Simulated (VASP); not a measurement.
C:

```
C
1.0
     2.50320    0.00000    0.00000
    -1.25160    2.16783    0.00000
     0.00000    0.00000    4.16887
C
4
Direct
  0.33333 0.66667 0.00023
  0.66667 0.33333 0.50023
  0.33333 0.66667 0.37477
  0.66667 0.33333 0.87477
```

Base run:

| Quantity | Value |
| --- | --- |
| Program | VASP 6.6.1 |
| Functional | PBE |
| Potentials or basis | VASP PAW PBE potentials, release 64 (C) |
| Cutoff | 600 eV |
| k mesh | 9 × 9 × 4 |
| Occupations | gaussian, width 0.01 eV |
| Spin | no spin polarisation |

Its results: band gap on the k mesh 3.31 eV (least direct gap 4.99 eV); pressure 4.2 GPa; largest force 0.016 eV/Å.

**Question.** After a change of settings the same cell gave: band gap on the k mesh 3.11 eV (least direct gap 4.94 eV); pressure -9.9 GPa; largest force 0.005 eV/Å. Which change was it?
A. k mesh from 9 × 9 × 4, through Γ to 9 × 9 × 4, shifted
B. functional from PBE to LDA; potentials or basis from VASP PAW PBE potentials, release 64 (C) to VASP PAW LDA potentials, release 64 (C)
C. occupations from gaussian, width 0.01 eV to fermi-dirac, width 0.05 eV

**Answer.** B.

Caveats: an odd mesh through Γ misses points on the zone boundary, where band edges can lie; the cell stands under pressure (at least some runs); the cell stands under tension (at least some runs).
